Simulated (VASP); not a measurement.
## KI: single point with PBE

Crystal: KI.

```xyz
2
Lattice="0.0000 3.5443 3.5443 3.5443 0.0000 3.5443 3.5443 3.5443 0.0000" Properties=species:S:1:pos:R:3 pbc="T T T"
K     0.0000    0.0000    0.0000
I     3.5443    3.5443    3.5443
```

```json
{
  "Program": "VASP 6.6.1",
  "Task": "single point",
  "Functional": "PBE",
  "Potentials or basis": "VASP PAW PBE potentials, release 64 (K_sv, I)",
  "Cutoff": "520 eV",
  "k mesh": "6 × 6 × 6",
  "Occupations": "gaussian, width 0.01 eV",
  "Spin": "no spin polarisation"
}
```

- Pressure: 0.5 GPa
- Band gap on the k mesh: 3.94 eV

Levels at points of the mesh, in eV from the valence-band top:
| k point | band 4 | band 5 | band 6 | band 7 | band 8 | band 9 | band 10 | band 11 | band 12 | band 13 |
| --- | --- | --- | --- | --- | --- | --- | --- | --- | --- | --- |
| (0.00, 0.00, 0.00) | -12.01 | -10.49 | 0.00 | 0.00 | 0.00 | 3.94 | 6.50 | 6.50 | 6.50 | 7.21 |
| (0.50, 0.00, 0.00) | -12.01 | -10.22 | -1.30 | -0.33 | -0.33 | 5.51 | 7.68 | 8.12 | 8.12 | 8.69 |
| (0.50, 0.50, 0.00) | -12.02 | -10.35 | -0.98 | -0.36 | -0.36 | 4.95 | 5.74 | 8.09 | 8.68 | 8.76 |

It took 22 s on 1 thread of Intel(R) Xeon(R) Platinum 8488C (Sapphire Rapids), with other jobs on the host, peak memory 0.24 GiB.

Caveat: spin-orbit coupling is left out, which moves the levels of the heavy elements.
